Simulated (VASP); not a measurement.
Here is a VASP 6.6.1 calculation.

POSCAR

```
N
1.0
    3.3706078979      0.0000000000      0.0000000000
   -1.6853039490      2.9190320658      0.0000000000
    0.0000000000      0.0000000000      7.1937217236
N
4
Direct
    0.3333333333      0.6666666667      0.3260037860
    0.3333333333      0.6666666667      0.1739962140
    0.6666666667      0.3333333333      0.8260037860
    0.6666666667      0.3333333333      0.6739962140
```

The input INCAR.step1:

```
ALGO = Normal
EDIFF = 1E-5
ENCUT = 520
GGA = PE
ISIF = 2
ISMEAR = 0
LASPH = T
LREAL = F
LWAVE = T
NBANDS = 18
NELM = 80
PREC = Accurate
SIGMA = 0.01
```

The input INCAR.step2:

```
ALGO = Normal
EDIFF = 1E-6
ENCUT = 520
GGA = PE
HFSCREEN = 0.2079
ISIF = 2
ISMEAR = 0
ISTART = 1
LASPH = T
LCHARG = T
LELF = T
LHFCALC = T
LREAL = F
LVHAR = T
LWAVE = F
NBANDS = 18
NELM = 80
PREC = Accurate
PRECFOCK = Normal
SIGMA = 0.01
```

KPOINTS

```
k-points
0
Gamma
  6 6 2
```

Potentials or basis: VASP PAW PBE potentials, release 64 (N).

Run with:

```bash
$ cat potpaw_PBE.64/N/POTCAR > POTCAR
$ cp INCAR.step1 INCAR
$ mpirun -np 1 vasp_std > vasp.out
$ cp INCAR.step2 INCAR
$ mpirun -np 1 vasp_std > vasp.out
```

Question: What does it give for the largest force?

Answer: 1.462 eV/Å.

Question: Predict the pressure.

Answer: 4.2 GPa.

Question: Estimate the band gap on the k mesh.

Answer: 8.83 eV (least direct gap 8.93 eV).

Stress tensor (GPa, compression positive):
```
1.98 0.00 0.00
0.00 1.98 0.00
0.00 0.00 8.73
```

Caveat: the k points lie up to 0.44 Å⁻¹ apart; the cell differs from its parent crystal (strain -5.9%); the standard files for N, O and F lose accuracy on very short bonds; this functional lacks dispersion, which holds the molecules together, so the pressure and a relaxed volume are unreliable; the PAW data sets were made with another functional, which shifts forces and pressure a little. A k mesh can miss the band edges.
